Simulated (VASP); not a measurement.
# Ag (R-3m) in VASP: a series of runs

Runs on Ag. Level: PBEsol. Tasks: relaxation of cell and atoms, single point.

Everything below comes from runs of VASP 6.6.1. Logs are shortened: lines on timing, memory, paths and dates and some standing lists are left out, and cuts for length are marked.

### Step 1. The cell of the first run

It takes space group R-3m (No. 166, trigonal). Conventional cell: a = 2.850 Å, b = 2.850 Å, c = 20.925 Å, α = 90.00°, β = 90.00°, γ = 120.00°. Within 3.8 Å of Ag (site symmetry -3m) lie 12 Ag at 2.85 Å. Ag (site symmetry 3m) has 12 Ag at 2.85 Å within 3.8 Å.

### Step 2. Relaxation of cell and atoms, PBEsol, target pressure 2 GPa, at which the enthalpy is minimised

File INCAR:

```
SYSTEM = Ag
PREC     = Accurate       ! precision mode
ENCUT    = 600            ! plane-wave cutoff, eV
EDIFF    = 1E-6           ! SCF threshold, eV
ISMEAR   = 0              ! smearing method
SIGMA    = 0.1            ! smearing width, eV
LREAL    = .FALSE.        ! projectors in reciprocal space
LASPH    = .TRUE.         ! aspherical terms in the spheres
NELM     = 80             ! most SCF steps
ALGO     = Fast           ! electronic algorithm
ISIF     = 3              ! what is computed and relaxed
LWAVE    = .FALSE.        ! write WAVECAR
LCHARG   = .FALSE.        ! write CHGCAR
GGA      = PS             ! functional
IBRION   = 2              ! ionic algorithm
NSW      = 70             ! ionic steps
EDIFFG   = -0.008         ! ionic threshold
PSTRESS  = 20.0
```

File KPOINTS:

```
regular mesh
0
G
  18 18 18
  0 0 0
```

File POSCAR:

```
Ag
1.0
    1.4252159450      0.8228488095      6.9748705919
   -1.4252159450      0.8228488095      6.9748705919
    0.0000000000     -1.6456976191      6.9748705919
Ag
3
Direct
    0.0000000000      0.0000000000      0.0000000000
    0.7776871195      0.7776871195      0.7776871195
    0.2223128805      0.2223128805      0.2223128805
```

Potentials or basis: VASP PAW PBE potentials, release 64 (Ag).

Launch:

```
> cat potpaw_PBE.64/Ag/POTCAR > POTCAR
> mpirun -np 1 vasp_std > vasp.out
```

OUTCAR:

```text
SYSTEM = Ag
   PREC = Accurate
   ENCUT = 600
   EDIFF = 1E-6
   ISMEAR = 0
   LREAL = .FALSE.
   LASPH = .TRUE.
   NELM = 80
   ISIF = 3
   GGA = PS
   IBRION = 2
   NSW = 70
   EDIFFG = -0.008
   PSTRESS = 20.0

 ion  position               nearest neighbor table
   1  0.000  0.000  0.000-   2 2.85   2 2.85   3 2.85   3 2.85   2 2.85   3 2.85
   2  0.778  0.778  0.778-   1 2.85   1 2.85   1 2.85   3 2.85   3 2.85   3 2.85
   3  0.222  0.222  0.222-   1 2.85   1 2.85   1 2.85   2 2.85   2 2.85   2 2.85

  LATTYP: Found a trigonal (rhomboedric) cell.
 ALAT       =     7.1663896368
 COS(alpha) =     0.9208974459

  Lattice vectors:

 A1 = (   1.4252159450,   0.8228488095,   6.9748705919)
 A2 = (  -1.4252159450,   0.8228488095,   6.9748705919)
 A3 = (   0.0000000000,  -1.6456976191,   6.9748705919)

Analysis of symmetry for initial positions (statically):
=====================================================================
 Subroutine PRICEL returns:
 Original cell was already a primitive cell.

 Routine SETGRP: Setting up the symmetry group for a
 trigonal (rhombohedral) supercell.

 Subroutine GETGRP returns: Found 12 space group operations
 (whereof 12 operations were pure point group operations)
 out of a pool of 12 trial point group operations.

The static configuration has the point symmetry D_3d.

Analysis of symmetry for dynamics (positions and initial velocities):
=====================================================================
 Subroutine PRICEL returns:
 Original cell was already a primitive cell.

 Routine SETGRP: Setting up the symmetry group for a
 trigonal (rhombohedral) supercell.

 Subroutine GETGRP returns: Found 12 space group operations
 (whereof 12 operations were pure point group operations)
 out of a pool of 12 trial point group operations.

The dynamic configuration has the point symmetry D_3d.

 Subroutine INISYM returns: Found 12 space group operations
 (whereof 12 operations are pure point group operations),
 and found     1 'primitive' translations

----------------------------------------------------------------------------------------

                                     Primitive cell

  volume of cell :      49.0781

  direct lattice vectors                    reciprocal lattice vectors
     1.425215945  0.822848809  6.974870592     0.350824029  0.202548348  0.047790612
    -1.425215945  0.822848809  6.974870592    -0.350824029  0.202548348  0.047790612
     0.000000000 -1.645697619  6.974870592     0.000000000 -0.405096695  0.047790612

  length of vectors
     7.166389637  7.166389637  7.166389637     0.407905963  0.407905963  0.407905963

  position of ions in fractional coordinates (direct lattice)
     0.000000000  0.000000000  0.000000000
     0.777687120  0.777687120  0.777687120
     0.222312880  0.222312880  0.222312880

  ion indices of the primitive-cell ions
   primitive index   ion index
                 1           1
                 2           2
                 3           3

----------------------------------------------------------------------------------------

 KPOINTS: regular mesh

Automatic generation of k-mesh.
 Grid dimensions read from file:
 generate k-points for:   18   18   18

 Generating k-lattice:

  Cartesian coordinates                     Fractional coordinates (reciprocal lattice)
     0.019490224  0.011252686  0.002655034     0.055555556  0.000000000  0.000000000
    -0.019490224  0.011252686  0.002655034     0.000000000  0.055555556  0.000000000
     0.000000000 -0.022505372  0.002655034     0.000000000  0.000000000  0.055555556

  Length of vectors
     0.022661442  0.022661442  0.022661442

  Shift w.r.t. Gamma in fractional coordinates (k-lattice)
     0.000000000  0.000000000  0.000000000

 Subroutine IBZKPT returns following result:
 ===========================================

 Found    580 irreducible k-points:

 Following reciprocal coordinates:
            Coordinates               Weight
  0.000000  0.000000  0.000000      1.000000
  0.055556  0.000000  0.000000      6.000000
  0.111111  0.000000  0.000000      6.000000
  0.166667  0.000000  0.000000      6.000000
  0.222222  0.000000  0.000000      6.000000
  0.277778  0.000000  0.000000      6.000000
[... 16 lines left out ...]
 -0.277778  0.055556  0.000000     12.000000
 -0.222222  0.055556 -0.000000     12.000000
 [... further k-points ...]
   k-points           NKPTS =    580   k-points in BZ     NKDIM =    580   number of bands    NBANDS=     20
   number of dos      NEDOS =    301   number of ions     NIONS =      3
   total plane-waves  NPLWV = 216000
   dimension x,y,z NGX =    60 NGY =   60 NGZ =   60
   dimension x,y,z NGXF=   120 NGYF=  120 NGZF=  120
   ions per type =               3
   NGX,Y,Z   is equivalent  to a cutoff of  13.92, 13.92, 13.92 a.u.
   NGXF,Y,Z  is equivalent  to a cutoff of  27.84, 27.84, 27.84 a.u.
 SYSTEM =  Ag
   PREC   = accura    normal or accurate (medium, high low for compatibility)
   ISTART =      0    job   : 0-new  1-cont  2-samecut
   ICHARG =      2    charge: 1-file 2-atom 10-const
   ISPIN  =      1    spin polarized calculation?
   LNONCOLLINEAR =      F non collinear calculations
   LSORBIT =      F    spin-orbit coupling
   LASPH  =      T    aspherical Exc in radial PAW
   ENCUT  =  600.0 eV  44.10 Ry    6.64 a.u.  14.31 14.31 14.31*2*pi/ulx,y,z
   NELM   =     80;   NELMIN=  2; NELMDL= -5     # of ELM steps
   EDIFF  = 0.1E-05   stopping-criterion for ELM
   LREAL  =      F    real-space projection
   EDIFFG = -.8E-02   stopping-criterion for IOM
   NSW    =     70    number of steps for IOM
   IBRION =      2    ionic relax: 0-MD 1-quasi-New 2-CG
   NFREE  =      1    steps in history (QN), initial steepest desc. (CG)
   ISIF   =      3    stress and relaxation
   ISYM   =      2    0-nonsym 1-usesym 2-fastsym
   POTIM  = 0.5000    time-step for ionic-motion
   TEBEG  =    0.0;   TEEND  =   0.0 temperature during run
   PSTRESS=   20.0 pullay stress
   NELECT =      33.0000    total number of electrons
   NUPDOWN=      -1.0000    fix difference up-down
   EMIN   =  10.00;   EMAX   =-10.00  energy-range for DOS
   EFERMI =   0.00;   METHOD = LEGACY
   ISMEAR =     0;   SIGMA  =   0.10  broadening in eV -4-tet -1-fermi 0-gaus
   EFERMI_NEDOS =   21; number of points for ismear=-14 and -15
   IALGO  =     68    algorithm
   IMIX   =      4    mixing-type and parameters
     AMIX     =   0.40;   BMIX     =  1.00
     AMIX_MAG =   1.60;   BMIX_MAG =  1.00
  volume/ion in A,a.u.               =      16.36       110.40
  Fermi-wavevector in a.u.,A,eV,Ry     =   1.434223  2.710289 27.987136  2.056996
  Thomas-Fermi vector in A             =   2.553655
   LORBIT       =      0    0 simple, 1 ext, 2 COOP (PROOUT), +10 PAW based schemes
   GGA     = PS    functional components
   LHFCALC =     F    Hartree Fock is set to
   AEXX    =    0.0000 exact exchange contribution
   IVDW    =     0    specifies the selected vdW correction
   LEPSILON=     F    determine dielectric tensor
   LRPA    =     F    only Hartree local field effects (RPA)
 conjugate gradient relaxation of ions
 non-spin polarized calculation
 RMM-DIIS sequential band-by-band and
 Gauss-broadening in eV      SIGMA  =   0.10
  energy-cutoff  :      600.00
  volume of cell :       49.08
 maximum number of plane-waves:      1659
 NGX is ok and might be reduce to    60
   NGX = 29   NGY = 29   NGZ = 29

--------------------------------------- Ionic step        1  -------------------------------------------

 number of electron      33.0000004 magnetization

 Free energy of the ion-electron system (eV)
  ---------------------------------------------------
  ext. energy  EPLUGINS =         0.00000000
  ---------------------------------------------------
  free energy    TOTEN  =        -9.91386385 eV

  energy without entropy =       -9.90988402  energy(sigma->0) =       -9.91187393

------------------------ aborting loop because EDIFF is reached ----------------------------------------

  FORCE on cell =-STRESS in cart. coord.  units (eV):
  Direction    XX          YY          ZZ          XY          YZ          ZX
  --------------------------------------------------------------------------------------
  -------------------------------------------------------------------------------------
  Total        0.6634557      0.6634557      0.6662067      0.0000000     -0.0000000     -0.0000000
  in kB       21.6587994     21.6587994     21.7486078      0.0000000     -0.0000000     -0.0000000
  external PRESSURE =       1.6887356 kB  Pullay stress =      20.0000000 kB

 VOLUME and BASIS-vectors are now :
 -----------------------------------------------------------------------------
  energy-cutoff  :      600.00
  volume of cell :       49.08
      direct lattice vectors                 reciprocal lattice vectors
     1.425215945  0.822848809  6.974870592     0.350824029  0.202548348  0.047790612
    -1.425215945  0.822848809  6.974870592    -0.350824029  0.202548348  0.047790612
     0.000000000 -1.645697619  6.974870592     0.000000000 -0.405096695  0.047790612
[... 48 lines left out ...]
  FREE ENERGIE OF THE ION-ELECTRON SYSTEM (eV)
  ---------------------------------------------------
  free  energy   TOTEN  =        -9.9153673734 eV

  energy  without entropy=       -9.9113928125  energy(sigma->0) =       -9.91338009

  enthalpy is  TOTEN    =        -9.3011941210 eV   P V=        0.6141732523

--------------------------------------- Ionic step        3  -------------------------------------------

 number of electron      33.0000004 magnetization

 Free energy of the ion-electron system (eV)
  ---------------------------------------------------
  ext. energy  EPLUGINS =         0.00000000
  ---------------------------------------------------
  free energy    TOTEN  =        -9.91439902 eV

  energy without entropy =       -9.91042063  energy(sigma->0) =       -9.91240983

 E-fermi :   8.7725     XC(G=0): -12.6551

 val. band max:        8.7694776031   @ k =  -0.3889   0.5000   0.1111
 cond. band min:       8.7783234372   @ k =   0.4444   0.2778  -0.0000
 fundamental gap:      0.0088458341
 Fermi energy:         8.7724748966

 k-point     1 :       0.0000    0.0000    0.0000
  band No.  band energies     occupation
      1       0.6715      2.00000
      2       2.2679      2.00000
      3       2.2782      2.00000
      4       3.8669      2.00000
      5       3.8669      2.00000
      6       3.8847      2.00000
[... 12 lines left out ...]
     19      17.0231      0.00000
     20      17.0529      0.00000
[... 507 lines left out ...]
 k-point    24 :      -0.2222    0.0556   -0.0000
  band No.  band energies     occupation
      1       2.1715      2.00000
      2       2.8673      2.00000
      3       2.9546      2.00000
      4       3.1696      2.00000
      5       3.3322      2.00000
      6       3.6918      2.00000
[... 12 lines left out ...]
     19      17.5781      0.00000
     20      18.6565      0.00000

 [... further k-points ...]
[... 5 lines left out ...]
  --------------------------------------------------------------------------------------
  -------------------------------------------------------------------------------------
  Total        0.6095243      0.6095243      0.6121395      0.0000000     -0.0000000     -0.0000000
  in kB       19.8814301     19.8814301     19.9667313      0.0000000     -0.0000000     -0.0000000
  external PRESSURE =      -0.0901361 kB  Pullay stress =      20.0000000 kB

 VOLUME and BASIS-vectors are now :
 -----------------------------------------------------------------------------
  energy-cutoff  :      600.00
  volume of cell :       49.12
      direct lattice vectors                 reciprocal lattice vectors
     1.425609131  0.823075816  6.976898986     0.350727271  0.202492484  0.047776718
    -1.425609131  0.823075816  6.976898986    -0.350727271  0.202492484  0.047776718
    -0.000000000 -1.646151632  6.976898986     0.000000000 -0.404984969  0.047776718

 POSITION                                       TOTAL-FORCE (eV/Angst)
 -----------------------------------------------------------------------------------
     -0.00000     -0.00000      0.00000         0.000000      0.000000      0.000000
     -0.00000     -0.00000     16.27755        -0.000000     -0.000000      0.000765
     -0.00000     -0.00000      4.65315         0.000000      0.000000     -0.000765
 -----------------------------------------------------------------------------------
    total drift:                                0.000000      0.000000      0.000000

  FREE ENERGIE OF THE ION-ELECTRON SYSTEM (eV)
  ---------------------------------------------------
  free  energy   TOTEN  =        -9.9143990177 eV

  energy  without entropy=       -9.9104206334  energy(sigma->0) =       -9.91240983

  enthalpy is  TOTEN    =        -9.3012395925 eV   P V=        0.6131594251

 reached required accuracy - stopping structural energy minimisation
```

Run time: 2.6 h. Hardware: 1 thread of Oxide Virtual Turin-like, shared host; peak memory 0.92 GiB.

Results:

* Free energy: -9.9144 eV
* Relaxed volume: 16.37 Å³/atom
* Relaxed cell: a = 7.168 Å, b = 7.168 Å, c = 7.168 Å, α = 22.94°, β = 22.94°, γ = 22.94°
* Space group after relaxing (to 0.1 Å): R-3m (No. 166)
* Energy change on relaxing (the run minimises the enthalpy): -0.2 meV/atom
* Ionic steps: 3
* Pressure after relaxing: 2.0 GPa
* Band gap on the k mesh: zero (an odd number of electrons rules out a gap without spin polarisation)

Step by step:
```csv
step,energy change (eV),largest force (eV/Å),pressure (GPa),volume (Å³)
1,0.0000,0.0008,2.17,49.08
2,-0.0015,0.0004,1.86,49.20
3,-0.0005,0.0008,1.99,49.12
```

Final structure:
```
Ag
1.0
     1.42561    0.82308    6.97690
    -1.42561    0.82308    6.97690
     0.00000   -1.64615    6.97690
Ag
3
Direct
  0.00000 0.00000 0.00000
  0.77769 0.77769 0.77769
  0.22231 0.22231 0.22231
```

Caveat: the cell is relaxed towards a set pressure, so the run minimises the enthalpy, not the energy; the PAW data sets were made with another functional, which shifts forces and pressure a little.

### Step 3. Single point, PBEsol

This run uses another cell than the first one, of 16.68 Å³/atom.

File INCAR:

```
SYSTEM = Ag
PREC = Accurate
ENCUT = 500
EDIFF = 1E-6
ISMEAR = 0
SIGMA = 0.1
LREAL = .FALSE.
LASPH = .TRUE.
NELM = 120
ALGO = Normal
ISIF = 2
LWAVE = .FALSE.
LCHARG = .TRUE.
GGA = PS
LELF = .TRUE.
LVHAR = .TRUE.
ISYM = 0
NBANDS = 24
GGA_COMPAT = .FALSE.
```

File KPOINTS:

```
regular mesh
0
G
  12 5 14
  0 0 0
```

File POSCAR:

```
Ag
1.0
    2.8687411791      0.0000000000      0.0000000000
   -1.4343705896      7.0683526368      0.0000000000
    1.4343705896      0.2910747516      2.4672925351
Ag
3
Direct
    0.0000000000      0.0000000000      0.0000000000
    0.4446257610      0.6669386415      0.7776871195
    0.5553742390      0.3330613585      0.2223128805
```

Potentials or basis: VASP PAW PBE potentials, release 64 (Ag).

Launch:

```
> cat potpaw_PBE.64/Ag/POTCAR > POTCAR
> mpirun -np 1 vasp_std > vasp.out
```

Wall time 8.5 min (1 thread of Oxide Virtual Turin-like, shared host); peak memory 0.43 GiB.

The run converged. Its results:

| Item | Value |
| --- | --- |
| Free energy | -9.9121 eV |
| Pressure | -0.1 GPa |
| Largest force | 0.004 eV/Å |
| Band gap on the k mesh | zero (an odd number of electrons rules out a gap without spin polarisation) |

Forces on the atoms (eV/Å):
```
Ag   0.000  0.000  0.000
Ag  -0.001  0.003 -0.003
Ag   0.001 -0.003  0.003
```

Stress tensor (GPa, compression positive):
```
 0.39  0.26  0.53
 0.26  0.01  0.06
 0.53  0.06 -0.84
```

Levels at points of the mesh, in eV from the Fermi level:
| k point | band 13 | band 14 | band 15 | band 16 | band 17 | band 18 | band 19 | band 20 | band 21 | band 22 |
| --- | --- | --- | --- | --- | --- | --- | --- | --- | --- | --- |
| (0.00, 0.00, 0.00) | -3.38 | -3.38 | -3.27 | -3.26 | -3.15 | -3.14 | 8.13 | 8.16 | 15.58 | 16.02 |
| (0.50, 0.00, 0.00) | -2.80 | -2.78 | -2.74 | 0.16 | 0.54 | 1.60 | 4.27 | 6.12 | 8.54 | 8.63 |
| (0.00, 0.00, 0.50) | -2.79 | -2.78 | -2.78 | -0.11 | 1.20 | 1.35 | 5.10 | 5.24 | 6.45 | 11.20 |
| (0.50, 0.00, 0.50) | -2.79 | -2.78 | -2.78 | -0.11 | 1.20 | 1.35 | 5.10 | 5.24 | 6.45 | 11.20 |

Caveat: the PAW data sets were made with another functional, which shifts forces and pressure a little.
